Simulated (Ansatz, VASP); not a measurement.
**MnO in VASP and in Ansatz**

The input INCAR:

```
ALGO = Normal ; EDIFF = 1E-8
ENCUT = 520 ; GGA = PE
ISIF = 2 ; ISMEAR = -1
ISPIN = 2 ; LASPH = T
LCHARG = F ; LEFG = T
LMAXMIX = 4 ; LORBIT = 11
LREAL = F ; LWAVE = F
MAGMOM = 4 0 ; NBANDS = 20
NELM = 150 ; PREC = Accurate
SIGMA = 0.05
```

KPOINTS

```
k-points
0
Gamma
  13 13 13
```

POSCAR

```
MnO
1.0
    0.0000000000      2.2197066463      2.2197066463
    2.2197066463      0.0000000000      2.2197066463
    2.2197066463      2.2197066463      0.0000000000
Mn O
1 1
Direct
    0.0000000000      0.0000000000      0.0000000000
    0.5000000000      0.5000000000      0.5000000000
```

Input for Ansatz:

```yaml
crystal:
  lattice:
    - [0.0, 2.2197066463, 2.2197066463]
    - [2.2197066463, 0.0, 2.2197066463]
    - [2.2197066463, 2.2197066463, 0.0]
  atoms:
    - { symbol: Mn, position: [0.0, 0.0, 0.0], spin: 4.0 }
    - { symbol: O, position: [0.5, 0.5, 0.5] }
magnetization:
  spin_polarized: true
kpoints:
  mp_grid: { grid: [13, 13, 13] }
  band_path:
    path:
      - [0.0, 0.0, 0.0]
      - [0.5, 0.0, 0.5]
      - [0.625, 0.25, 0.625]
      - [0.375, 0.375, 0.75]
      - [0.0, 0.0, 0.0]
      - [0.5, 0.5, 0.5]
      - [0.5, 0.25, 0.75]
      - [0.5, 0.0, 0.5]
    npoints: 8
scf:
  occupations: { method: fermi_dirac, width: 0.05 }
hamiltonian:
  xc: pbe
  pseudopotentials: { kind: paw }
output:
  forces: true
  stress: true
  eigenvalues: true
  efg: { contact_densities: true }
  populations: true
  bader: true
  dos: { projected: true, de: 0.2, e_range: [-14, 8] }
```

Alike in both runs: task electric field gradients; functional PBE; k mesh 13 × 13 × 13; occupations fermi-dirac, width 0.05 eV; collinear spin.

|  | VASP | Ansatz |
| --- | --- | --- |
| version | VASP 6.6.1 | Ansatz 0.2.0 |
| potentials or method | VASP PAW PBE potentials, release 64 (Mn_pv, O) | PAW with Ansatz's default frozen-core files, scalar-relativistic |
| plane-wave cutoff (eV) | 520 | 420 |
| valence electrons in the cell | 19 | 21 |

Ansatz gave:

| Item | Value |
| --- | --- |
| pressure (GPa) | 0.0 |
| net moment per atom (μB) | 2.37 |
| size of the moment on the site where the two differ most (μB) | 4.03 |

Q: What did VASP give for the same quantities?

A: Pressure (GPa): 0.2; net moment per atom (μB): 2.37; size of the moment on the site where the two differ most (μB): 4.31.

Site moments also hang on the region over which each program counts them. With one functional, cell and mesh, what is left measures potentials, basis and numerics. VASP's potentials hold 19 valence electrons a cell and Ansatz's 21, so a difference there can come from the potentials and not from the codes.
